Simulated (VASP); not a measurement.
# TeOs (F-43m) in VASP: notebook, part 2 of 2

VASP 6.6.1.

### Step 3. Single point, PBE, collinear spin (26.60 Å³/atom)

This run uses another cell than the first one, of 26.60 Å³/atom.

INCAR reads:

```
SYSTEM = TeOs
ALGO = Normal
EDIFF = 1E-6
ENCUT = 520
GGA = PE
ISIF = 2
ISMEAR = 0
ISPIN = 2
LASPH = .TRUE.
LCHARG = .FALSE.
LMAXMIX = 4
LORBIT = 11
LREAL = .FALSE.
LWAVE = .FALSE.
MAGMOM = 0.15 0
NBANDS = 18
NELM = 150
PREC = Accurate
SIGMA = 0.05
```

KPOINTS reads:

```
k-points
0
G
  6 6 6
  0 0 0
```

POSCAR reads:

```
TeOs
1.0
    0.0000000000      2.9849480396      2.9849480396
    2.9849480396      0.0000000000      2.9849480396
    2.9849480396      2.9849480396      0.0000000000
Os Te
1 1
Direct
    0.0000000000      0.0000000000      0.0000000000
    0.2500000000      0.2500000000      0.2500000000
```

Potentials or basis: VASP PAW PBE potentials, release 64 (Os, Te).

The run is started by

```sh
> cat potpaw_PBE.64/Os/POTCAR potpaw_PBE.64/Te/POTCAR > POTCAR
> mpirun -np 1 vasp_std > vasp.out
```

OUTCAR:

```text
SYSTEM = TeOs
   EDIFF = 1E-6
   ENCUT = 520
   GGA = PE
   ISIF = 2
   ISMEAR = 0
   ISPIN = 2
   LASPH = .TRUE.
   LORBIT = 11
   LREAL = .FALSE.
   NELM = 150
   PREC = Accurate

 ion  position               nearest neighbor table
   1  0.000  0.000  0.000-   2 2.59   2 2.59   2 2.59   2 2.59
   2  0.250  0.250  0.250-   1 2.59   1 2.59   1 2.59   1 2.59

  LATTYP: Found a face centered cubic cell.
 ALAT       =     5.9698960792

  Lattice vectors:

 A1 = (   0.0000000000,   2.9849480396,   2.9849480396)
 A2 = (   2.9849480396,   0.0000000000,   2.9849480396)
 A3 = (   2.9849480396,   2.9849480396,   0.0000000000)

Analysis of symmetry for initial positions (statically):
=====================================================================
 Subroutine PRICEL returns:
 Original cell was already a primitive cell.

 Routine SETGRP: Setting up the symmetry group for a
 face centered cubic supercell.

 Subroutine GETGRP returns: Found 24 space group operations
 (whereof 24 operations were pure point group operations)
 out of a pool of 48 trial point group operations.

The static configuration has the point symmetry T_d .

Analysis of symmetry for dynamics (positions and initial velocities):
=====================================================================
 Subroutine PRICEL returns:
 Original cell was already a primitive cell.

 Routine SETGRP: Setting up the symmetry group for a
 face centered cubic supercell.

 Subroutine GETGRP returns: Found 24 space group operations
 (whereof 24 operations were pure point group operations)
 out of a pool of 48 trial point group operations.

The dynamic configuration has the point symmetry T_d .

Analysis of structural, dynamic, and magnetic symmetry:
=====================================================================
 Subroutine PRICEL returns:
 Original cell was already a primitive cell.

[... 141 lines left out ...]
  ---------------------------------------------------
  free energy    TOTEN  =       -12.67378634 eV

  energy without entropy =      -12.67023112  energy(sigma->0) =      -12.67200873

 E-fermi :   5.8269     XC(G=0): -10.0204

 val. band max:        5.8116899840   @ k =   0.3333   0.1667   0.0000
 cond. band min:       5.8472855513   @ k =  -0.3333   0.3333   0.1667
 fundamental gap:      0.0355955673
 Fermi energy:         5.8268505566

 spin component 1

 k-point     1 :       0.0000    0.0000    0.0000
  band No.  band energies     occupation
      1      -7.4055      1.00000
      2       1.2162      1.00000
      3       1.2162      1.00000
      4       1.2162      1.00000
      5       4.2623      1.00000
      6       4.2624      1.00000
[... 312 lines left out ...]
      4       2.2003      1.00000
      5       3.7357      1.00000
      6       4.1384      1.00000
[... 10 lines left out ...]
     17      19.3413      0.00000
     18      20.2318      0.00000
 Fermi energy:         5.8268505566

 spin component 2

 k-point     1 :       0.0000    0.0000    0.0000
  band No.  band energies     occupation
      1      -7.3906      1.00000
      2       1.2724      1.00000
      3       1.2724      1.00000
      4       1.2724      1.00000
      5       4.3204      1.00000
      6       4.3204      1.00000
[... 313 lines left out ...]
      5       3.8211      1.00000
      6       4.2231      1.00000
[... 10 lines left out ...]
     17      19.3643      0.00000
     18      20.2607      0.00000

------------------------ aborting loop because EDIFF is reached ----------------------------------------

  FORCE on cell =-STRESS in cart. coord.  units (eV):
  Direction    XX          YY          ZZ          XY          YZ          ZX
  --------------------------------------------------------------------------------------
  -------------------------------------------------------------------------------------
  Total       -1.1145098     -1.1145098     -1.1145098      0.0000000      0.0000000     -0.0000000
  in kB      -33.5702169    -33.5702169    -33.5702169      0.0000000      0.0000000     -0.0000000
  external PRESSURE =     -33.5702169 kB  Pullay stress =       0.0000000 kB

 VOLUME and BASIS-vectors are now :
 -----------------------------------------------------------------------------
  energy-cutoff  :      520.00
  volume of cell :       53.19
      direct lattice vectors                 reciprocal lattice vectors
     0.000000000  2.984948040  2.984948040    -0.167507103  0.167507103  0.167507103
     2.984948040  0.000000000  2.984948040     0.167507103 -0.167507103  0.167507103
     2.984948040  2.984948040  0.000000000     0.167507103  0.167507103 -0.167507103

 POSITION                                       TOTAL-FORCE (eV/Angst)
 -----------------------------------------------------------------------------------
      0.00000      0.00000      0.00000        -0.000000     -0.000000     -0.000000
      1.49247      1.49247      1.49247         0.000000      0.000000      0.000000
 -----------------------------------------------------------------------------------
    total drift:                                0.000000      0.000000      0.000000

  FREE ENERGIE OF THE ION-ELECTRON SYSTEM (eV)
  ---------------------------------------------------
  free  energy   TOTEN  =       -12.6737863404 eV

  energy  without entropy=      -12.6702311168  energy(sigma->0) =      -12.67200873

 total charge

# of ion       s       p       d       tot
------------------------------------------
    1        0.580   0.373   6.207   7.159
    2        1.329   1.927   0.155   3.411
--------------------------------------------------
tot          1.908   2.300   6.361  10.570

 magnetization (x)

# of ion       s       p       d       tot
------------------------------------------
    1        0.011   0.007   0.122   0.141
    2        0.003  -0.002   0.002   0.003
--------------------------------------------------
tot          0.014   0.005   0.124   0.144
```

stdout:

```text
POSCAR found type information on POSCAR OsTe
 POSCAR found :  2 types and       2 ions
 scaLAPACK will be used
 LDA part: xc-table for (Slater+PW92), standard interpolation
 POSCAR, INCAR and KPOINTS ok, starting setup
 FFT: planning ... GRIDC
 FFT: planning ... GRID_SOFT
 FFT: planning ... GRID
 WAVECAR not read
 entering main loop
```

It took 19 s on 1 thread of AMD EPYC 9R45 (Zen 5), shared host; peak memory 0.18 GiB.

What came out:

| Property | Result |
| --- | --- |
| Free energy | -12.6738 eV |
| Pressure | -3.4 GPa |
| Net moment | 0.17 μB per cell |
| Site moments | Os +0.14; Te +0.00 μB |
| Valence electrons inside the program's atomic spheres | Os 7.16; Te 3.41 |

Levels at points of the mesh, in eV from the Fermi level:
Spin up:
```csv
k point,band 3,band 4,band 5,band 6,band 7,band 8,band 9,band 10,band 11,band 12
"(0.00, 0.00, 0.00)",-4.61,-4.61,-1.56,-1.56,1.79,3.75,3.75,3.75,5.76,5.76
"(0.50, 0.00, 0.00)",-4.29,-4.29,-1.40,-1.40,-1.37,1.52,1.52,3.19,7.34,7.34
"(0.50, 0.50, 0.00)",-3.65,-3.65,-2.00,-1.53,-1.16,-0.45,-0.45,4.94,5.16,10.42
```
Spin down:
| k point | band 4 | band 5 | band 6 | band 7 | band 8 | band 9 | band 10 | band 11 |
| --- | --- | --- | --- | --- | --- | --- | --- | --- |
| (0.00, 0.00, 0.00) | -4.55 | -1.51 | -1.51 | 1.84 | 3.82 | 3.82 | 3.82 | 5.80 |
| (0.50, 0.00, 0.00) | -4.24 | -1.33 | -1.33 | -1.27 | 1.59 | 1.59 | 3.23 | 7.38 |
| (0.50, 0.50, 0.00) | -3.61 | -1.91 | -1.47 | -1.10 | -0.35 | -0.35 | 5.00 | 5.20 |

Caveat: the cell stands under tension; a moment this small can come from the mesh or the smearing; spin-orbit coupling is left out, which moves the levels of the heavy elements.

### Step 4. Single point, PBE, collinear spin

This run uses another cell than the first one, of 28.07 Å³/atom.

INCAR reads:

```
PREC = Accurate
ENCUT = 520
EDIFF = 1E-7
ISMEAR = 0
SIGMA = 0.05
LREAL = F
LASPH = T
NELM = 150
ALGO = Normal
ISIF = 2
LWAVE = F
LCHARG = F
ISPIN = 2
MAGMOM = 1 0
LORBIT = 11
LMAXMIX = 4
GGA = PE
NBANDS = 18
```

KPOINTS reads:

```
regular mesh
0
Gamma
  6 6 6
```

POSCAR reads:

```
TeOs
1.0
    0.0000000000      3.0391718170      3.0391718170
    3.0391718170      0.0000000000      3.0391718170
    3.0391718170      3.0391718170      0.0000000000
Os Te
1 1
Direct
    0.0000000000      0.0000000000      0.0000000000
    0.2500000000      0.2500000000      0.2500000000
```

The run is started by

```sh
> cat potpaw_PBE.64/Os/POTCAR potpaw_PBE.64/Te/POTCAR > POTCAR
> mpirun -np 1 vasp_std > vasp.out
```

Wall time 24 s (1 thread of AMD EPYC 9R45 (Zen 5), shared host); peak memory 0.18 GiB.

Results (log left out):

```
Free energy                                           : -12.5675 eV
Pressure                                              : -8.0 GPa
Net moment                                            : 0.18 μB per cell
Site moments                                          : Os +0.16; Te +0.00 μB
Valence electrons inside the program's atomic spheres : Os 7.04; Te 3.36
```

Levels at points of the mesh, in eV from the Fermi level:
Spin up:
```tsv
k point	band 3	band 4	band 5	band 6	band 7	band 8	band 9	band 10	band 11	band 12
(0.00, 0.00, 0.00)	-4.36	-4.36	-1.43	-1.43	1.56	3.46	3.46	3.46	5.65	5.65
(0.50, 0.00, 0.00)	-4.06	-4.06	-1.28	-1.28	-1.26	1.43	1.43	3.02	7.12	7.12
(0.50, 0.50, 0.00)	-3.50	-3.50	-1.79	-1.42	-1.05	-0.38	-0.38	4.70	4.97	9.95
```
Spin down:
| k point | band 3 | band 4 | band 5 | band 6 | band 7 | band 8 | band 9 | band 10 | band 11 | band 12 |
| --- | --- | --- | --- | --- | --- | --- | --- | --- | --- | --- |
| (0.00, 0.00, 0.00) | -4.30 | -4.30 | -1.36 | -1.36 | 1.62 | 3.54 | 3.54 | 3.54 | 5.69 | 5.69 |
| (0.50, 0.00, 0.00) | -4.01 | -4.01 | -1.21 | -1.21 | -1.14 | 1.51 | 1.51 | 3.07 | 7.15 | 7.15 |
| (0.50, 0.50, 0.00) | -3.46 | -3.46 | -1.69 | -1.36 | -0.98 | -0.28 | -0.28 | 4.76 | 5.01 | 9.98 |

Caveat: the cell stands under tension; a moment this small can come from the mesh or the smearing; spin-orbit coupling is left out, which moves the levels of the heavy elements.

### Step 5. Single point, r2SCAN

This run uses another cell than the first one, of 25.15 Å³/atom.

POSCAR reads:

```
TeOs
1.0
    0.0000000000      2.9300170362      2.9300170362
    2.9300170362      0.0000000000      2.9300170362
    2.9300170362      2.9300170362      0.0000000000
Os Te
1 1
Direct
    0.0000000000      0.0000000000      0.0000000000
    0.2500000000      0.2500000000      0.2500000000
```

INCAR.step1 reads:

```
SYSTEM = TeOs
PREC     = Accurate       ! precision mode
ENCUT    = 520            ! plane-wave cutoff, eV
ISMEAR   = 0              ! smearing method
SIGMA    = 0.05           ! smearing width, eV
LREAL    = .FALSE.        ! projectors in reciprocal space
LASPH    = .TRUE.         ! aspherical terms in the spheres
NELM     = 100            ! most SCF steps
NBANDS   = 14             ! bands
GGA      = PE             ! functional
ALGO     = Normal         ! electronic algorithm
EDIFF    = 1E-4           ! SCF threshold, eV
LWAVE    = .TRUE.         ! write WAVECAR
LCHARG   = .FALSE.        ! write CHGCAR
```

INCAR.step2 reads:

```
SYSTEM = TeOs
PREC     = Accurate       ! precision mode
ENCUT    = 520            ! plane-wave cutoff, eV
EDIFF    = 1E-6           ! SCF threshold, eV
ISMEAR   = 0              ! smearing method
SIGMA    = 0.05           ! smearing width, eV
LREAL    = .FALSE.        ! projectors in reciprocal space
LASPH    = .TRUE.         ! aspherical terms in the spheres
NELM     = 100            ! most SCF steps
ALGO     = Normal         ! electronic algorithm
ISIF     = 2              ! what is computed and relaxed
LWAVE    = .FALSE.        ! write WAVECAR
LCHARG   = .FALSE.        ! write CHGCAR
METAGGA  = R2SCAN         ! meta-GGA
LMIXTAU  = .TRUE.       
NBANDS   = 14             ! bands
ISTART   = 1
```

KPOINTS reads:

```
regular mesh
0
G
  10 10 10
  0 0 0
```

The run is started by

```sh
> cat potpaw_PBE.64/Os/POTCAR potpaw_PBE.64/Te/POTCAR > POTCAR
> cp INCAR.step1 INCAR
> mpirun -np 1 vasp_std > vasp.out
> cp INCAR.step2 INCAR
> mpirun -np 1 vasp_std > vasp.out
```

It took 76 s on 1 thread of AMD EPYC 9R45 (Zen 5), shared host; peak memory 0.18 GiB.

Results (log left out):

| Property | Result |
| --- | --- |
| Free energy | -76.8460 eV |
| Pressure | 0.0 GPa |
| Band gap on the k mesh | zero (bands 7 and 8 overlap by 3.10 eV) |

Levels at points of the mesh, in eV from the Fermi level:
| k point | band 3 | band 4 | band 5 | band 6 | band 7 | band 8 | band 9 | band 10 | band 11 | band 12 |
| --- | --- | --- | --- | --- | --- | --- | --- | --- | --- | --- |
| (0.00, 0.00, 0.00) | -4.95 | -4.95 | -1.73 | -1.73 | 2.70 | 4.47 | 4.47 | 4.47 | 6.34 | 6.34 |
| (0.50, 0.00, 0.00) | -4.61 | -4.61 | -1.50 | -1.50 | -1.30 | 1.91 | 1.91 | 3.90 | 8.09 | 8.09 |
| (0.50, 0.50, 0.00) | -3.86 | -3.86 | -2.02 | -1.58 | -1.27 | -0.30 | -0.30 | 5.75 | 5.81 | 11.35 |

Caveat: the PAW data sets were made with another functional, which shifts forces and pressure a little; spin-orbit coupling is left out, which moves the levels of the heavy elements.

### Step 6. Single point, r2SCAN, collinear spin (24.15 Å³/atom)

This run uses another cell than the first one, of 24.15 Å³/atom.

POSCAR reads:

```
TeOs
1.0
    0.0000000000      2.8904173571      2.8904173571
    2.8904173571      0.0000000000      2.8904173571
    2.8904173571      2.8904173571      0.0000000000
Os Te
1 1
Direct
    0.0000000000      0.0000000000      0.0000000000
    0.2500000000      0.2500000000      0.2500000000
```

INCAR.step1 reads:

```
ALGO = Normal
EDIFF = 1E-4
ENCUT = 520
GGA = PE
ISMEAR = 0
ISPIN = 2
LASPH = T
LCHARG = F
LMAXMIX = 4
LREAL = F
LWAVE = T
MAGMOM = 0.05 0
NBANDS = 18
NELM = 150
PREC = Accurate
SIGMA = 0.05
```

INCAR.step2 reads:

```
ALGO = Normal
EDIFF = 1E-6
ENCUT = 520
ISIF = 2
ISMEAR = 0
ISPIN = 2
ISTART = 1
LASPH = T
LCHARG = T
LELF = T
LMAXMIX = 4
LMIXTAU = T
LORBIT = 11
LREAL = F
LVHAR = T
LWAVE = F
MAGMOM = 0.05 0
METAGGA = R2SCAN
NBANDS = 18
NELM = 150
PREC = Accurate
SIGMA = 0.05
```

KPOINTS reads:

```
k-points
0
Gamma
  10 10 10
```

Potentials or basis: VASP PAW PBE potentials, release 64 (Os, Te).

The run is started by

```sh
> cat potpaw_PBE.64/Os/POTCAR potpaw_PBE.64/Te/POTCAR > POTCAR
> cp INCAR.step1 INCAR
> mpirun -np 1 vasp_std > vasp.out
> cp INCAR.step2 INCAR
> mpirun -np 1 vasp_std > vasp.out
```

Run time: 2.9 min. Hardware: 1 thread of AMD EPYC 9R45 (Zen 5), shared host; peak memory 0.21 GiB.

Results (log left out):

| Quantity | Value |
| --- | --- |
| Free energy | -76.8108 eV |
| Pressure | 5.8 GPa |
| Band gap on the k mesh | zero (filled and empty bands overlap) |
| Net moment | 0.00 μB per cell |
| Valence electrons inside the program's atomic spheres | Os 7.44; Te 3.55 |

Levels at points of the mesh, in eV from the Fermi level:
Spin up:
```tsv
k point	band 3	band 4	band 5	band 6	band 7	band 8	band 9	band 10	band 11	band 12
(0.00, 0.00, 0.00)	-5.13	-5.13	-1.82	-1.82	2.92	4.74	4.74	4.74	6.50	6.50
(0.50, 0.00, 0.00)	-4.77	-4.77	-1.58	-1.58	-1.37	2.01	2.01	4.06	8.32	8.32
(0.50, 0.50, 0.00)	-3.94	-3.94	-2.18	-1.63	-1.34	-0.34	-0.34	5.99	6.01	11.49
```
Spin down:
| k point | band 5 | band 6 | band 7 | band 8 | band 9 | band 10 |
| --- | --- | --- | --- | --- | --- | --- |
| (0.00, 0.00, 0.00) | -1.82 | -1.82 | 2.92 | 4.74 | 4.74 | 4.74 |
| (0.50, 0.00, 0.00) | -1.58 | -1.58 | -1.37 | 2.01 | 2.01 | 4.06 |
| (0.50, 0.50, 0.00) | -2.18 | -1.63 | -1.34 | -0.34 | -0.34 | 5.99 |

Caveat: the cell stands under pressure; the PAW data sets were made with another functional, which shifts forces and pressure a little; spin-orbit coupling is left out, which moves the levels of the heavy elements.

### Step 7. Summary

```csv
level,spin,cell,k mesh,gap on the mesh (eV),pressure (GPa),moment (μB)
PBE,collinear,"a = 4.177 Å, angles 60.0°, 2 atoms",6 × 6 × 6,none,0.1,0.16
PBE,collinear,"a = 4.221 Å, angles 60.0°, 2 atoms",6 × 6 × 6,none,-3.4,0.17
PBE,collinear,"a = 4.298 Å, angles 60.0°, 2 atoms",6 × 6 × 6,none,-8.0,0.18
r2SCAN,off,"a = 4.144 Å, angles 60.0°, 2 atoms",10 × 10 × 10,none,0.0,-
r2SCAN,collinear,"a = 4.088 Å, angles 60.0°, 2 atoms",10 × 10 × 10,none,5.8,0.00
```

Alike in all rows: task single point; potentials or basis VASP PAW PBE potentials, release 64 (Os, Te); cutoff (eV) 520; smearing gaussian 0.05 eV.

Caveats: spin-orbit coupling is left out, which moves the levels of the heavy elements; a moment this small can come from the mesh or the smearing (at least some runs); the cell stands under tension (at least some runs); the PAW data sets were made with another functional, which shifts forces and pressure a little (at least some runs); the cell stands under pressure (at least some runs).

Absolute energies hang on the potentials; compare differences alone.

The gap in the log of VASP goes by the Fermi energy; the results here count the filled bands.